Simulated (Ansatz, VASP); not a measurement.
**Ag in VASP and in Ansatz**

```
Ag
1.0
    -1.89001    1.55503    1.38687
     1.55503   -1.89001    1.38687
     3.59055    3.59055   -2.00038
Ag
2
Direct
  0.95858 0.04142 0.00000
  0.79142 0.20858 0.50000
```

Alike in both runs: task single point; functional PBEsol; k mesh 16 × 16 × 8; occupations fermi-dirac, width 0.1 eV; no spin polarisation.

|  | VASP | Ansatz |
| --- | --- | --- |
| version | VASP 6.6.1 | Ansatz 0.2.0 |
| potentials or method | VASP PAW PBE potentials, release 64 (Ag), cutoff 520 eV | plane waves (420 eV) with PAW, scalar-relativistic |
| valence electrons in the cell | 22 | 38 |

```tsv
	VASP	Ansatz	Ansatz less VASP
pressure (GPa)	5.4	5.7	+0.29
traceless stress, the component that is largest in VASP (GPa)	-0.79	-0.80	-0.003
```

VASP's potentials were made for PBE, not for PBEsol, and Ansatz warns of the same on its side. The functional is the same, so the differences come from potentials, cutoffs and numerics. VASP's potentials hold 22 valence electrons a cell and Ansatz's 38, so a difference there can come from the potentials and not from the codes.
